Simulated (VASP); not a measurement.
# TiO2 (I4_1/amd) in VASP: a series of runs

The runs below take TiO2 through single point, with PBE+U.

Program: VASP 6.6.1. These are calculated values, not measurements. Logs are shortened: lines on timing, memory, paths and dates and some standing lists are left out, and cuts for length are marked.

## 1. The cell of the first run

The structure is tetragonal, space group I4_1/amd (No. 141). The conventional cell has a = 3.818 Å, b = 3.818 Å, c = 9.776 Å, α = 90.00°, β = 90.00°, γ = 90.00°. Ti (site symmetry -4m2) has 6 O at 1.96 to 2.01 Å within 2.6 Å. Within 2.6 Å of O (site symmetry 2mm) lie 3 Ti at 1.96 to 2.01 Å and 2 O at 2.47 Å.

## 2. Single point, PBE+U

INCAR

```
  PREC = Accurate
  ENCUT = 520
  EDIFF = 1E-6
  ISMEAR = 0
  SIGMA = 0.02
  LREAL = F
  LASPH = T
  NELM = 150
  ALGO = Normal
  ISIF = 2
  LWAVE = F
  LCHARG = T
  LMAXMIX = 4
  LDAU = T
  LDAUTYPE = 2
  LDAUL = 2 -1
  LDAUU = 4 0
  LDAUJ = 0 0
  LDAUPRINT = 1
  GGA = PE
  LELF = T
  LVHAR = T
  NBANDS = 33
```

KPOINTS

```
Automatic mesh
0
Gamma
  8 8 8
```

POSCAR

```
TiO2
1.0
   -1.9089568622      1.9089568622      4.8878380517
    1.9089568622     -1.9089568622      4.8878380517
    1.9089568622      1.9089568622     -4.8878380517
Ti O
2 4
Direct
    0.0000000000      0.0000000000      0.0000000000
    0.7500000000      0.2500000000      0.5000000000
    0.2053163549      0.2053163549      0.0000000000
    0.9553163549      0.4553163549      0.5000000000
    0.5446836451      0.0446836451      0.5000000000
    0.7946836451      0.7946836451      0.0000000000
```

Potentials or basis: VASP PAW PBE potentials, release 64 (Ti_sv, O).

Run with:

```bash
cat potpaw_PBE.64/Ti_sv/POTCAR potpaw_PBE.64/O/POTCAR > POTCAR
mpirun -np 1 vasp_std > vasp.out
```

OUTCAR:

```text
PREC = Accurate
   ENCUT = 520
   EDIFF = 1E-6
   ISMEAR = 0
   LREAL = F
   LASPH = T
   NELM = 150
   ISIF = 2
   GGA = PE

 ion  position               nearest neighbor table
   1  0.000  0.000  0.000-   5 1.96   4 1.96   5 1.96   4 1.96   3 2.01   6 2.01
   2  0.750  0.250  0.500-   6 1.96   3 1.96   6 1.96   3 1.96   4 2.01   5 2.01
   3  0.205  0.205  0.000-   2 1.96   2 1.96   1 2.01
   4  0.955  0.455  0.500-   1 1.96   1 1.96   2 2.01
   5  0.545  0.045  0.500-   1 1.96   1 1.96   2 2.01
   6  0.795  0.795  0.000-   2 1.96   2 1.96   1 2.01

  LATTYP: Found a body centered tetragonal cell.
 ALAT       =     3.8179137244
 C/A-ratio  =     2.5604759062

  Lattice vectors:

 A1 = (  -1.9089568622,   1.9089568622,   4.8878380517)
 A2 = (   1.9089568622,  -1.9089568622,   4.8878380517)
 A3 = (   1.9089568622,   1.9089568622,  -4.8878380517)

Analysis of symmetry for initial positions (statically):
=====================================================================
 Subroutine PRICEL returns:
 Original cell was already a primitive cell.

 Routine SETGRP: Setting up the symmetry group for a
 body centered tetragonal supercell.

 Subroutine GETGRP returns: Found 16 space group operations
 (whereof  8 operations were pure point group operations)
 out of a pool of 16 trial point group operations.

The static configuration has the point symmetry D_2d.
 The point group associated with its full space group is D_4h.

Analysis of symmetry for dynamics (positions and initial velocities):
=====================================================================
 Subroutine PRICEL returns:
 Original cell was already a primitive cell.

 Routine SETGRP: Setting up the symmetry group for a
 body centered tetragonal supercell.

 Subroutine GETGRP returns: Found 16 space group operations
 (whereof  8 operations were pure point group operations)
 out of a pool of 16 trial point group operations.

The dynamic configuration has the point symmetry D_2d.
[... 197 lines left out ...]

  0.1038 -0.0000 -0.0000  0.0000 -0.0000
 -0.0000  0.1000 -0.0000  0.0000 -0.0000
 -0.0000 -0.0000  0.2445 -0.0000  0.0000
  0.0000  0.0000 -0.0000  0.1000  0.0000
 -0.0000 -0.0000  0.0000  0.0000  0.2455

 occupancies and eigenvectors

  o =  0.1000  v =  0.0000 -0.3103 -0.0000  0.9506  0.0000  0.0000  0.0000  0.0000  0.0000  0.0000      0.0000  0.0000  0.0000  0.0000  0.0000  0.0000  0.0000  0.0000  0.0000  0.0000
  o =  0.1000  v =  0.0000  0.0000  0.0000  0.0000  0.0000  0.0000 -0.3103 -0.0000  0.9506  0.0000      0.0000  0.0000  0.0000  0.0000  0.0000  0.0000  0.0000  0.0000  0.0000  0.0000
  o =  0.1000  v =  0.0000 -0.9506 -0.0000 -0.3103 -0.0000  0.0000  0.0000  0.0000  0.0000  0.0000      0.0000  0.0000  0.0000  0.0000  0.0000  0.0000  0.0000  0.0000  0.0000  0.0000
  o =  0.1000  v =  0.0000  0.0000  0.0000  0.0000  0.0000  0.0000 -0.9506 -0.0000 -0.3103 -0.0000      0.0000  0.0000  0.0000  0.0000  0.0000  0.0000  0.0000  0.0000  0.0000  0.0000
  o =  0.1038  v =  0.0000  0.0000  0.0000  0.0000  0.0000  1.0000  0.0000  0.0000  0.0000  0.0000      0.0000  0.0000  0.0000  0.0000  0.0000  0.0000  0.0000  0.0000  0.0000  0.0000
  o =  0.1038  v =  1.0000  0.0000  0.0000  0.0000  0.0000  0.0000  0.0000  0.0000  0.0000  0.0000      0.0000  0.0000  0.0000  0.0000  0.0000  0.0000  0.0000  0.0000  0.0000  0.0000
  o =  0.2445  v =  0.0000 -0.0000  1.0000 -0.0000 -0.0000  0.0000  0.0000  0.0000  0.0000  0.0000      0.0000  0.0000  0.0000  0.0000  0.0000  0.0000  0.0000  0.0000  0.0000  0.0000
  o =  0.2445  v =  0.0000  0.0000  0.0000  0.0000  0.0000  0.0000 -0.0000  1.0000 -0.0000 -0.0000      0.0000  0.0000  0.0000  0.0000  0.0000  0.0000  0.0000  0.0000  0.0000  0.0000
  o =  0.2455  v =  0.0000  0.0000  0.0000  0.0000  0.0000  0.0000  0.0000 -0.0000  0.0000 -1.0000      0.0000  0.0000  0.0000  0.0000  0.0000  0.0000  0.0000  0.0000  0.0000  0.0000
  o =  0.2455  v =  0.0000  0.0000 -0.0000  0.0000 -1.0000  0.0000  0.0000  0.0000  0.0000  0.0000      0.0000  0.0000  0.0000  0.0000  0.0000  0.0000  0.0000  0.0000  0.0000  0.0000

 number of electron      47.9999994 magnetization

 Free energy of the ion-electron system (eV)
  ---------------------------------------------------
  ext. energy  EPLUGINS =         0.00000000
  ---------------------------------------------------
  free energy    TOTEN  =       -48.50098589 eV

  energy without entropy =      -48.50098589  energy(sigma->0) =      -48.50098589

 E-fermi :   3.4389     XC(G=0): -10.5146

 val. band max:        3.1981372695   @ k =  -0.3750   0.3750   0.0000
 cond. band min:       5.8816192123   @ k =   0.0000   0.0000   0.0000
 fundamental gap:      2.6834819428
 Fermi energy:         3.4389188934

 k-point     1 :       0.0000    0.0000    0.0000
  band No.  band energies     occupation
      1     -54.2958      2.00000
      2     -54.2513      2.00000
      3     -30.6457      2.00000
      4     -30.4491      2.00000
      5     -30.4491      2.00000
      6     -30.3951      2.00000
[... 853 lines left out ...]
     32       9.5473      0.00000
     33      10.0595      0.00000

 [... further k-points ...]

------------------------ aborting loop because EDIFF is reached ----------------------------------------

  FORCE on cell =-STRESS in cart. coord.  units (eV):
  Direction    XX          YY          ZZ          XY          YZ          ZX
  --------------------------------------------------------------------------------------
  -------------------------------------------------------------------------------------
  Total        1.9991584      1.9991584      1.5759510      0.0000000     -0.0000000      0.0000000
  in kB       44.9561140     44.9561140     35.4392300      0.0000000     -0.0000000      0.0000000
  external PRESSURE =      41.7838194 kB  Pullay stress =       0.0000000 kB

 VOLUME and BASIS-vectors are now :
 -----------------------------------------------------------------------------
  energy-cutoff  :      520.00
  volume of cell :       71.25
      direct lattice vectors                 reciprocal lattice vectors
    -1.908956862  1.908956862  4.887838052     0.000000000  0.261923153  0.102294715
     1.908956862 -1.908956862  4.887838052     0.261923153  0.000000000  0.102294715
     1.908956862  1.908956862 -4.887838052     0.261923153  0.261923153  0.000000000

 POSITION                                       TOTAL-FORCE (eV/Angst)
 -----------------------------------------------------------------------------------
      0.00000      0.00000      0.00000         0.000000      0.000000      0.000000
      0.00000      1.90896      2.44392         0.000000      0.000000     -0.000000
      0.00000      0.00000      2.00711         0.000000     -0.000000      0.146368
     -0.00000      1.90896      4.45103        -0.000000      0.000000      0.146368
      0.00000      1.90896      0.43681        -0.000000      0.000000     -0.146368
      0.00000      0.00000      7.76857         0.000000     -0.000000     -0.146368
 -----------------------------------------------------------------------------------
    total drift:                               -0.000000     -0.000000     -0.000000

  FREE ENERGIE OF THE ION-ELECTRON SYSTEM (eV)
  ---------------------------------------------------
  free  energy   TOTEN  =       -48.5009858881 eV

  energy  without entropy=      -48.5009858881  energy(sigma->0) =      -48.50098589
```

stdout:

```text
POSCAR found type information on POSCAR TiO
 POSCAR found :  2 types and       6 ions
 scaLAPACK will be used
 LDA part: xc-table for (Slater+PW92), standard interpolation
 POSCAR, INCAR and KPOINTS ok, starting setup
 FFT: planning ... GRIDC
 FFT: planning ... GRID_SOFT
 FFT: planning ... GRID
 WAVECAR not read
 entering main loop
```

Run time: 5.3 min. Hardware: 1 thread of Intel Xeon Platinum 8259CL at 2.50GHz (Skylake/Cascade Lake), shared host; peak memory 0.31 GiB.

What came out:

| Item | Value |
| --- | --- |
| Free energy | -48.5010 eV |
| Pressure | 4.2 GPa |
| Largest force | 0.146 eV/Å |
| Band gap on the k mesh | 2.68 eV (least direct gap 2.95 eV) |

Forces in eV/Å, atoms in the order of the input:
```
Ti   0.000  0.000  0.000
Ti   0.000  0.000  0.000
O    0.000  0.000  0.146
O    0.000  0.000  0.146
O    0.000  0.000 -0.146
O    0.000  0.000 -0.146
```

Stress tensor (GPa, compression positive):
```
4.50 0.00 0.00
0.00 4.50 0.00
0.00 0.00 3.54
```

Eigenvalues of the final occupation matrices:
| site | spin | trace | eigenvalues |
| --- | --- | --- | --- |
| site 1 d | 1 | 0.79 | 0.10 0.10 0.10 0.24 0.25 |
| site 1 d | 2 | 0.79 | 0.10 0.10 0.10 0.24 0.25 |
| site 2 d | 1 | 0.79 | 0.10 0.10 0.10 0.24 0.25 |
| site 2 d | 2 | 0.79 | 0.10 0.10 0.10 0.24 0.25 |

Caveat: the cell stands under pressure. A k mesh can miss the band edges.

(Continued in part 2 of 2.)
